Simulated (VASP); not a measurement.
# BaZrO3 (Pm-3m) in VASP: further runs

Runs on BaZrO3. Level: PBE. Tasks: single point.

All numbers are computed with VASP 6.6.1; they aren't measurements. Logs are shortened: lines on timing, memory, paths and dates and some standing lists are left out, and cuts for length are marked.

### 1 The cell of the first run

The structure is cubic, space group Pm-3m (No. 221). Conventional cell: a = 4.141 Å, b = 4.141 Å, c = 4.141 Å, α = 90.00°, β = 90.00°, γ = 90.00°. Ba (site symmetry m-3m) has 12 O at 2.93 Å and 8 Zr at 3.59 Å within 3.9 Å. Within 2.7 Å of Zr (site symmetry m-3m) lie 6 O at 2.07 Å. Within 2.7 Å of O (site symmetry 4/mmm) lie 2 Zr at 2.07 Å.

### 2 Single point, PBE (14.20 Å³/atom)

The input, INCAR:

```
SYSTEM = BaZrO3
PREC = Accurate
ENCUT = 520
EDIFF = 1E-7
ISMEAR = 0
SIGMA = 0.01
LREAL = .False.
LASPH = .True.
NELM = 100
ALGO = Normal
ISIF = 2
LWAVE = .False.
LCHARG = .False.
GGA = PE
NBANDS = 28
```

The input, KPOINTS:

```
regular mesh
0
Gamma
  6 6 6
  0 0 0
```

The input, POSCAR:

```
BaZrO3
1.0
    4.1408698004      0.0000000000      0.0000000000
    0.0000000000      4.1408698004      0.0000000000
    0.0000000000      0.0000000000      4.1408698004
Ba Zr O
1 1 3
Direct
    0.0000000000      0.0000000000      0.0000000000
    0.5000000000      0.5000000000      0.5000000000
    0.0000000000      0.5000000000      0.5000000000
    0.5000000000      0.0000000000      0.5000000000
    0.5000000000      0.5000000000      0.0000000000
```

Potentials or basis: VASP PAW PBE potentials, release 64 (Ba_sv, Zr_sv, O).

Launch:

```bash
$ cat potpaw_PBE.64/Ba_sv/POTCAR potpaw_PBE.64/Zr_sv/POTCAR potpaw_PBE.64/O/POTCAR > POTCAR
$ mpirun -np 1 vasp_std > vasp.out
```

OUTCAR:

```text
SYSTEM = BaZrO3
   PREC = Accurate
   ENCUT = 520
   EDIFF = 1E-7
   ISMEAR = 0
   LREAL = .False.
   LASPH = .True.
   NELM = 100
   ISIF = 2
   GGA = PE

 ion  position               nearest neighbor table
   1  0.000  0.000  0.000-   3 2.93   4 2.93   5 2.93   3 2.93   4 2.93   3 2.93   5 2.93   3 2.93
                             4 2.93   5 2.93   4 2.93   5 2.93   2 3.59   2 3.59   2 3.59   2 3.59
   2  0.500  0.500  0.500-   3 2.07   4 2.07   5 2.07   5 2.07   4 2.07   3 2.07   1 3.59   1 3.59
                             1 3.59   1 3.59   1 3.59   1 3.59   1 3.59   1 3.59
   3  0.000  0.500  0.500-   2 2.07   2 2.07   1 2.93   1 2.93   1 2.93   1 2.93
   4  0.500  0.000  0.500-   2 2.07   2 2.07   1 2.93   1 2.93   1 2.93   1 2.93
   5  0.500  0.500  0.000-   2 2.07   2 2.07   1 2.93   1 2.93   1 2.93   1 2.93

  LATTYP: Found a simple cubic cell.
 ALAT       =     4.1408698004

  Lattice vectors:

 A1 = (   4.1408698004,   0.0000000000,   0.0000000000)
 A2 = (   0.0000000000,   4.1408698004,   0.0000000000)
 A3 = (   0.0000000000,   0.0000000000,   4.1408698004)

Analysis of symmetry for initial positions (statically):
=====================================================================
 Subroutine PRICEL returns:
 Original cell was already a primitive cell.

 Routine SETGRP: Setting up the symmetry group for a
 simple cubic supercell.

 Subroutine GETGRP returns: Found 48 space group operations
 (whereof 48 operations were pure point group operations)
 out of a pool of 48 trial point group operations.

The static configuration has the point symmetry O_h .

Analysis of symmetry for dynamics (positions and initial velocities):
=====================================================================
 Subroutine PRICEL returns:
 Original cell was already a primitive cell.

 Routine SETGRP: Setting up the symmetry group for a
 simple cubic supercell.

 Subroutine GETGRP returns: Found 48 space group operations
 (whereof 48 operations were pure point group operations)
 out of a pool of 48 trial point group operations.

The dynamic configuration has the point symmetry O_h .

 Subroutine INISYM returns: Found 48 space group operations
 (whereof 48 operations are pure point group operations),
 and found     1 'primitive' translations

----------------------------------------------------------------------------------------

                                     Primitive cell

  volume of cell :      71.0027

  direct lattice vectors                    reciprocal lattice vectors
     4.140869800  0.000000000  0.000000000     0.241495156  0.000000000  0.000000000
     0.000000000  4.140869800  0.000000000     0.000000000  0.241495156  0.000000000
     0.000000000  0.000000000  4.140869800     0.000000000  0.000000000  0.241495156

  length of vectors
     4.140869800  4.140869800  4.140869800     0.241495156  0.241495156  0.241495156

  position of ions in fractional coordinates (direct lattice)
     0.000000000  0.000000000  0.000000000
     0.500000000  0.500000000  0.500000000
     0.000000000  0.500000000  0.500000000
     0.500000000  0.000000000  0.500000000
     0.500000000  0.500000000  0.000000000

  ion indices of the primitive-cell ions
   primitive index   ion index
                 1           1
                 2           2
                 3           3
                 4           4
                 5           5

----------------------------------------------------------------------------------------

 KPOINTS: regular mesh

Automatic generation of k-mesh.
 Grid dimensions read from file:
 generate k-points for:    6    6    6

 Generating k-lattice:

  Cartesian coordinates                     Fractional coordinates (reciprocal lattice)
     0.040249193  0.000000000  0.000000000     0.166666667  0.000000000  0.000000000
     0.000000000  0.040249193  0.000000000     0.000000000  0.166666667  0.000000000
     0.000000000  0.000000000  0.040249193     0.000000000  0.000000000  0.166666667

  Length of vectors
     0.040249193  0.040249193  0.040249193

  Shift w.r.t. Gamma in fractional coordinates (k-lattice)
     0.000000000  0.000000000  0.000000000

 Subroutine IBZKPT returns following result:
 ===========================================

 Found     20 irreducible k-points:

 Following reciprocal coordinates:
            Coordinates               Weight
  0.000000  0.000000  0.000000      1.000000
  0.166667  0.000000  0.000000      6.000000
  0.333333  0.000000  0.000000      6.000000
  0.500000  0.000000  0.000000      3.000000
  0.166667  0.166667  0.000000     12.000000
  0.333333  0.166667  0.000000     24.000000
[... 12 lines left out ...]
  0.500000  0.500000  0.333333      6.000000
  0.500000  0.500000  0.500000      1.000000
   k-points           NKPTS =     20   k-points in BZ     NKDIM =     20   number of bands    NBANDS=     28
   number of dos      NEDOS =    301   number of ions     NIONS =      5
   total plane-waves  NPLWV =  32768
   dimension x,y,z NGX =    32 NGY =   32 NGZ =   32
   dimension x,y,z NGXF=    64 NGYF=   64 NGZF=   64
   ions per type =               1   1   3
   NGX,Y,Z   is equivalent  to a cutoff of  12.85, 12.85, 12.85 a.u.
   NGXF,Y,Z  is equivalent  to a cutoff of  25.69, 25.69, 25.69 a.u.
 SYSTEM =  BaZrO3
   PREC   = accura    normal or accurate (medium, high low for compatibility)
   ISTART =      0    job   : 0-new  1-cont  2-samecut
   ICHARG =      2    charge: 1-file 2-atom 10-const
   ISPIN  =      1    spin polarized calculation?
   LNONCOLLINEAR =      F non collinear calculations
   LSORBIT =      F    spin-orbit coupling
   LASPH  =      T    aspherical Exc in radial PAW
   ENCUT  =  520.0 eV  38.22 Ry    6.18 a.u.   7.70  7.70  7.70*2*pi/ulx,y,z
   NELM   =    100;   NELMIN=  2; NELMDL= -5     # of ELM steps
   EDIFF  = 0.1E-06   stopping-criterion for ELM
   LREAL  =      F    real-space projection
   EDIFFG = 0.1E-05   stopping-criterion for IOM
   NSW    =      0    number of steps for IOM
   IBRION =     -1    ionic relax: 0-MD 1-quasi-New 2-CG
   NFREE  =      0    steps in history (QN), initial steepest desc. (CG)
   ISIF   =      2    stress and relaxation
   ISYM   =      2    0-nonsym 1-usesym 2-fastsym
   POTIM  = 0.5000    time-step for ionic-motion
   TEBEG  =    0.0;   TEEND  =   0.0 temperature during run
   PSTRESS=    0.0 pullay stress
   NELECT =      40.0000    total number of electrons
   NUPDOWN=      -1.0000    fix difference up-down
   EMIN   =  10.00;   EMAX   =-10.00  energy-range for DOS
   EFERMI =   0.00;   METHOD = LEGACY
   ISMEAR =     0;   SIGMA  =   0.01  broadening in eV -4-tet -1-fermi 0-gaus
   EFERMI_NEDOS =   21; number of points for ismear=-14 and -15
   IALGO  =     38    algorithm
   IMIX   =      4    mixing-type and parameters
     AMIX     =   0.40;   BMIX     =  1.00
     AMIX_MAG =   1.60;   BMIX_MAG =  1.00
  volume/ion in A,a.u.               =      14.20        95.83
  Fermi-wavevector in a.u.,A,eV,Ry     =   1.352083  2.555066 24.873186  1.828128
  Thomas-Fermi vector in A             =   2.479451
   LORBIT       =      0    0 simple, 1 ext, 2 COOP (PROOUT), +10 PAW based schemes
   GGA     = PE    functional components
   LHFCALC =     F    Hartree Fock is set to
   AEXX    =    0.0000 exact exchange contribution
   IVDW    =     0    specifies the selected vdW correction
   LEPSILON=     F    determine dielectric tensor
   LRPA    =     F    only Hartree local field effects (RPA)
 non-spin polarized calculation
 Gauss-broadening in eV      SIGMA  =   0.01
  energy-cutoff  :      520.00
  volume of cell :       71.00
 maximum number of plane-waves:      1936
 NGX is ok and might be reduce to    32
   NGX = 15   NGY = 15   NGZ = 15

 number of electron      40.0000018 magnetization

 Free energy of the ion-electron system (eV)
  ---------------------------------------------------
  ext. energy  EPLUGINS =         0.00000000
  ---------------------------------------------------
  free energy    TOTEN  =       -41.54618086 eV

  energy without entropy =      -41.54618086  energy(sigma->0) =      -41.54618086

 E-fermi :   4.1219     XC(G=0): -10.9561

 val. band max:        4.0536063955   @ k =   0.5000   0.5000   0.5000
 cond. band min:       7.3200373162   @ k =   0.0000   0.0000   0.0000
 fundamental gap:      3.2664309207
 Fermi energy:         4.1218542078

 k-point     1 :       0.0000    0.0000    0.0000
  band No.  band energies     occupation
      1     -42.7382      2.00000
      2     -21.1544      2.00000
      3     -20.9518      2.00000
      4     -20.9518      2.00000
      5     -20.9518      2.00000
      6     -12.3785      2.00000
[... 20 lines left out ...]
     27      11.8940      0.00000
     28      11.8940      0.00000

 k-point     2 :       0.1667    0.0000    0.0000
  band No.  band energies     occupation
      1     -42.7372      2.00000
      2     -21.2304      2.00000
      3     -20.9496      2.00000
      4     -20.9496      2.00000
      5     -20.9339      2.00000
      6     -12.3978      2.00000
[... 20 lines left out ...]
     27      11.8962      0.00000
     28      12.4571      0.00000

 k-point     3 :       0.3333    0.0000    0.0000
  band No.  band energies     occupation
      1     -42.7351      2.00000
      2     -21.3731      2.00000
      3     -20.9454      2.00000
      4     -20.9454      2.00000
      5     -20.8998      2.00000
      6     -12.5289      2.00000
[... 20 lines left out ...]
     27      11.8947      0.00000
     28      12.2995      0.00000

 k-point     4 :       0.5000    0.0000    0.0000
  band No.  band energies     occupation
      1     -42.7340      2.00000
      2     -21.4409      2.00000
      3     -20.9433      2.00000
      4     -20.9433      2.00000
      5     -20.8830      2.00000
      6     -12.5993      2.00000
[... 454 lines left out ...]
     27      12.5329      0.00000
     28      13.2357      0.00000

 k-point    19 :       0.5000    0.5000    0.3333
  band No.  band energies     occupation
      1     -42.7268      2.00000
      2     -21.2338      2.00000
      3     -21.2338      2.00000
      4     -21.1605      2.00000
      5     -21.0099      2.00000
      6     -11.3708      2.00000
[... 20 lines left out ...]
     27      12.7999      0.00000
     28      13.5703      0.00000

 k-point    20 :       0.5000    0.5000    0.5000
  band No.  band energies     occupation
      1     -42.7258      2.00000
      2     -21.2307      2.00000
      3     -21.2307      2.00000
      4     -21.2307      2.00000
      5     -20.9991      2.00000
      6     -11.0479      2.00000
[... 20 lines left out ...]
     27      13.4397      0.00000
     28      13.4397      0.00000

------------------------ aborting loop because EDIFF is reached ----------------------------------------

  FORCE on cell =-STRESS in cart. coord.  units (eV):
  Direction    XX          YY          ZZ          XY          YZ          ZX
  --------------------------------------------------------------------------------------
  -------------------------------------------------------------------------------------
  Total        5.2498752      5.2498752      5.2498752     -0.0000000     -0.0000000      0.0000000
  in kB      118.4635760    118.4635760    118.4635760     -0.0000000     -0.0000000      0.0000000
  external PRESSURE =     118.4635760 kB  Pullay stress =       0.0000000 kB

 VOLUME and BASIS-vectors are now :
 -----------------------------------------------------------------------------
  energy-cutoff  :      520.00
  volume of cell :       71.00
      direct lattice vectors                 reciprocal lattice vectors
     4.140869800  0.000000000  0.000000000     0.241495156  0.000000000  0.000000000
     0.000000000  4.140869800  0.000000000     0.000000000  0.241495156  0.000000000
     0.000000000  0.000000000  4.140869800     0.000000000  0.000000000  0.241495156

 POSITION                                       TOTAL-FORCE (eV/Angst)
 -----------------------------------------------------------------------------------
      0.00000      0.00000      0.00000         0.000000      0.000000      0.000000
      2.07043      2.07043      2.07043         0.000000      0.000000      0.000000
      0.00000      2.07043      2.07043         0.000000      0.000000      0.000000
      2.07043      0.00000      2.07043         0.000000      0.000000      0.000000
      2.07043      2.07043      0.00000         0.000000      0.000000      0.000000
 -----------------------------------------------------------------------------------
    total drift:                                0.000000     -0.000000     -0.000000

  FREE ENERGIE OF THE ION-ELECTRON SYSTEM (eV)
  ---------------------------------------------------
  free  energy   TOTEN  =       -41.5461808603 eV

  energy  without entropy=      -41.5461808603  energy(sigma->0) =      -41.54618086
```

Run time: 68 s. Hardware: 1 thread of Intel Xeon 8259CL, shared host; peak memory 0.2 GiB.

Results:

```
Free energy            : -41.5462 eV
Pressure               : 11.8 GPa
Band gap on the k mesh : 3.27 eV (least direct gap 3.45 eV)
```

Levels at points of the mesh, in eV from the valence-band top:
| k point | band 17 | band 18 | band 19 | band 20 | band 21 | band 22 | band 23 | band 24 |
| --- | --- | --- | --- | --- | --- | --- | --- | --- |
| (0.00, 0.00, 0.00) | -1.04 | -0.18 | -0.18 | -0.18 | 3.27 | 3.27 | 3.27 | 4.70 |
| (0.50, 0.00, 0.00) | -1.78 | -1.78 | -0.39 | -0.39 | 3.75 | 5.95 | 5.95 | 6.57 |
| (0.50, 0.50, 0.00) | -0.92 | -0.92 | -0.69 | -0.08 | 5.92 | 5.92 | 6.67 | 6.72 |
| (0.50, 0.50, 0.50) | -2.56 | 0.00 | 0.00 | 0.00 | 6.12 | 6.12 | 6.12 | 7.32 |

Caveat: the cell stands under pressure; spin-orbit coupling is left out, which moves the levels of the heavy elements. A k mesh can miss the band edges.

### 3 Single point, PBE (14.65 Å³/atom)

This run uses another cell than the first one, of 14.65 Å³/atom.

The input, INCAR:

```
SYSTEM = BaZrO3
ALGO     = Normal         ! electronic algorithm
EDIFF    = 1E-7           ! SCF threshold, eV
ENCUT    = 520            ! plane-wave cutoff, eV
GGA      = PE             ! functional
ISIF     = 2              ! what is computed and relaxed
ISMEAR   = 0              ! smearing method
LASPH    = .True.         ! aspherical terms in the spheres
LCHARG   = .False.        ! write CHGCAR
LREAL    = .False.        ! projectors in reciprocal space
LWAVE    = .False.        ! write WAVECAR
NBANDS   = 28             ! bands
NELM     = 60             ! most SCF steps
PREC     = Accurate       ! precision mode
SIGMA    = 0.01           ! smearing width, eV
```

The input, KPOINTS:

```
k-points
0
Gamma
  6 6 6
  0 0 0
```

POSCAR, as its differences from that of step 2:

```diff
@@ -2,5 +2,5 @@
 1.0
-    4.1408698004      0.0000000000      0.0000000000
-    0.0000000000      4.1408698004      0.0000000000
-    0.0000000000      0.0000000000      4.1408698004
+    4.1844611069      0.0000000000      0.0000000000
+    0.0000000000      4.1844611069      0.0000000000
+    0.0000000000      0.0000000000      4.1844611069
 Ba Zr O
```

Potentials or basis: VASP PAW PBE potentials, release 64 (Ba_sv, Zr_sv, O).

Launch:

```bash
$ cat potpaw_PBE.64/Ba_sv/POTCAR potpaw_PBE.64/Zr_sv/POTCAR potpaw_PBE.64/O/POTCAR > POTCAR
$ mpirun -np 1 vasp_std > vasp.out
```

Wall time 82 s (1 thread of Intel Xeon 8259CL, shared host); peak memory 0.2 GiB.

It converged, with:

| Quantity | Value |
| --- | --- |
| Free energy | -41.6733 eV |
| Pressure | 6.0 GPa |
| Band gap on the k mesh | 3.20 eV (least direct gap 3.42 eV) |

Levels at points of the mesh, in eV from the valence-band top:
| k point | band 16 | band 17 | band 18 | band 19 | band 20 | band 21 | band 22 | band 23 | band 24 | band 25 |
| --- | --- | --- | --- | --- | --- | --- | --- | --- | --- | --- |
| (0.00, 0.00, 0.00) | -0.99 | -0.99 | -0.22 | -0.22 | -0.22 | 3.20 | 3.20 | 3.20 | 4.66 | 4.66 |
| (0.50, 0.00, 0.00) | -1.74 | -1.74 | -1.69 | -0.45 | -0.45 | 3.65 | 5.74 | 5.74 | 6.45 | 6.71 |
| (0.50, 0.50, 0.00) | -2.42 | -0.93 | -0.93 | -0.78 | -0.08 | 5.71 | 5.71 | 6.49 | 6.53 | 7.73 |
| (0.50, 0.50, 0.50) | -2.54 | -2.54 | 0.00 | 0.00 | 0.00 | 6.00 | 6.00 | 6.00 | 7.04 | 7.04 |

Caveat: the cell stands under pressure; spin-orbit coupling is left out, which moves the levels of the heavy elements. A k mesh can miss the band edges.

### 4 Single point, PBE

This run uses another cell than the first one, of 14.87 Å³/atom.

The input, INCAR:

```
PREC     = Accurate       # precision mode
ENCUT    = 520            # plane-wave cutoff, eV
EDIFF    = 1E-6           # SCF threshold, eV
ISMEAR   = 0              # smearing method
SIGMA    = 0.01           # smearing width, eV
LREAL    = F              # projectors in reciprocal space
LASPH    = T              # aspherical terms in the spheres
NELM     = 60             # most SCF steps
ALGO     = Normal         # electronic algorithm
ISIF     = 2              # what is computed and relaxed
LWAVE    = F              # write WAVECAR
LCHARG   = F              # write CHGCAR
GGA      = PE             # functional
NBANDS   = 28             # bands
```

The input, KPOINTS:

```
regular mesh
0
Gamma
  6 6 6
```

POSCAR, as its differences from that of step 3:

```diff
@@ -2,5 +2,5 @@
 1.0
-    4.1844611069      0.0000000000      0.0000000000
-    0.0000000000      4.1844611069      0.0000000000
-    0.0000000000      0.0000000000      4.1844611069
+    4.2053517899      0.0000000000      0.0000000000
+    0.0000000000      4.2053517899      0.0000000000
+    0.0000000000      0.0000000000      4.2053517899
 Ba Zr O
```

Launch:

```bash
$ cat potpaw_PBE.64/Ba_sv/POTCAR potpaw_PBE.64/Zr_sv/POTCAR potpaw_PBE.64/O/POTCAR > POTCAR
$ mpirun -np 1 vasp_std > vasp.out
```

It took 77 s on 1 thread of Intel Xeon 8259CL, shared host; peak memory 0.2 GiB.

Results (log left out):

| Property | Result |
| --- | --- |
| Free energy | -41.7066 eV |
| Pressure | 3.4 GPa |
| Band gap on the k mesh | 3.17 eV (least direct gap 3.40 eV) |

Levels at points of the mesh, in eV from the valence-band top:
```
           k point  band 16  band 17  band 18  band 19  band 20  band 21  band 22  band 23  band 24  band 25
(0.00, 0.00, 0.00)    -0.97    -0.97    -0.24    -0.24    -0.24     3.17     3.17     3.17     4.64     4.64
(0.50, 0.00, 0.00)    -1.72    -1.72    -1.65    -0.47    -0.47     3.60     5.64     5.64     6.39     6.63
(0.50, 0.50, 0.00)    -2.37    -0.93    -0.93    -0.81    -0.08     5.61     5.61     6.40     6.44     7.62
(0.50, 0.50, 0.50)    -2.53    -2.53     0.00     0.00     0.00     5.94     5.94     5.94     6.91     6.91
```

Caveat: the cell stands under pressure; spin-orbit coupling is left out, which moves the levels of the heavy elements. A k mesh can miss the band edges.

(Continued in part 2 of 2.)
